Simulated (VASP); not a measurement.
# As: single point with PBE

The system is As.

```
As
1.0
     1.90087   -5.85454    0.00000
     1.90087    5.85454    0.00000
     0.00000    0.00000    4.79044
As
4
Direct
  0.10599 0.89401 0.93128
  0.60599 0.39401 0.56872
  0.89401 0.10599 0.06872
  0.39401 0.60599 0.43128
```

- Program: VASP 6.6.1
- Task: single point
- Functional: PBE
- Potentials or basis: VASP PAW PBE potentials, release 64 (As)
- Cutoff: 500 eV
- k mesh: 10 × 10 × 8
- Occupations: fermi-dirac, width 0.1 eV
- Spin: no spin polarisation

```json
{
 "Pressure": "-3.6 GPa",
 "Largest force": "0.504 eV/Å"
}
```

Forces in eV/Å, atoms in the order of the input:
```
As   0.000  0.382 -0.329
As   0.000  0.382  0.329
As   0.000 -0.382  0.329
As   0.000 -0.382 -0.329
```

Stress tensor (GPa, compression positive):
```
-4.15  0.00  0.00
 0.00 -3.37  0.00
 0.00  0.00 -3.43
```

Levels at points of the mesh, in eV from the Fermi level:
```
           k point  band 8  band 9  band 10  band 11  band 12  band 13
(0.00, 0.00, 0.00)   -1.87   -1.63    -0.90     1.60     1.82     2.13
(0.50, 0.00, 0.00)   -2.39   -2.10    -2.10     0.92     0.92     1.34
(0.50, 0.50, 0.00)   -1.29   -1.28    -0.10     0.01     1.90     1.90
(0.00, 0.00, 0.50)   -1.93   -0.80    -0.80     0.77     0.77     2.25
(0.50, 0.00, 0.50)   -3.96   -1.57    -1.57     1.98     1.98     3.83
(0.50, 0.50, 0.50)   -1.99   -1.15    -1.15     1.20     1.20     1.73
```

Run time: 4.9 min on 1 thread of Intel(R) Xeon(R) Platinum 8259CL CPU @ 2.50GHz (Skylake/Cascade Lake), with other jobs on the host, peak memory 0.41 GiB.

Caveat: the cell stands under tension.
